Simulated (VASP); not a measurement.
Set up this calculation in VASP 6.6.1, as the native input.

```
Task                   : single point
Functional             : PBE
Potentials or basis    : VASP PAW PBE potentials, release 64 (Sr_sv, Tm_3, Si), 4f in core
Cutoff                 : 500 eV
k mesh                 : 3 × 3 × 4
Occupations            : gaussian, width 0.2 eV
Spin                   : no spin polarisation
Dipole correction      : no
Mended                 : yes
Further INCAR settings : ALGO = Normal; EDIFF = 1e-06; NBANDS = 36
```

The structure of Sr4TmSi lies in POSCAR:

```
Sr4TmSi
1.0
    6.1830009176     -5.8835703913      0.0000000000
    6.1830009176      5.8835703913      0.0000000000
    0.0000000000      0.0000000000      3.9738911732
Sr Tm Si
4 1 1
Direct
    0.7986609174      0.2013390826      0.5000000000
    0.2504251565      0.2504251565      0.0000000000
    0.7495748435      0.7495748435      0.0000000000
    0.2013390826      0.7986609174      0.5000000000
    0.5000000000      0.5000000000      0.5000000000
    0.0000000000      0.0000000000      0.0000000000
```

The cell was built from a structure type or drawn by symmetry, and may not be a known phase.

The input as run:

INCAR

```
SYSTEM = Sr4TmSi
ALGO = Normal
EDIFF = 1E-6
ENCUT = 500
GGA = PE
GGA_COMPAT = .False.
ISIF = 2
ISMEAR = 0
LASPH = .True.
LCHARG = .False.
LMAXMIX = 6
LREAL = .False.
LWAVE = .False.
NBANDS = 36
NELM = 200
PREC = Accurate
SIGMA = 0.2
```

KPOINTS

```
k-points
0
Gamma
  3 3 4
  0 0 0
```

Potentials or basis: VASP PAW PBE potentials, release 64 (Sr_sv, Tm_3, Si), 4f in core.

Run with:

```bash
$ cat potpaw_PBE.64/Sr_sv/POTCAR potpaw_PBE.64/Tm_3/POTCAR potpaw_PBE.64/Si/POTCAR > POTCAR
$ mpirun -np 1 vasp_std > vasp.out
```

It gave:

The pressure is 0.1 GPa. The largest force is 0.038 eV/Å and the band gap on the k mesh is zero (an odd number of electrons rules out a gap without spin polarisation).

Caveat: the k points lie up to 0.40 Å⁻¹ apart, too coarse for converged energies and pressures of a metal; spin-orbit coupling is left out, which moves the levels of the heavy elements; the 4f electrons are frozen in the core, so they carry no moment and show no levels.

It took 81 s on 1 thread of AMD EPYC 9R45 96-Core Processor (Zen 5) (shared host), peak memory 0.38 GiB.
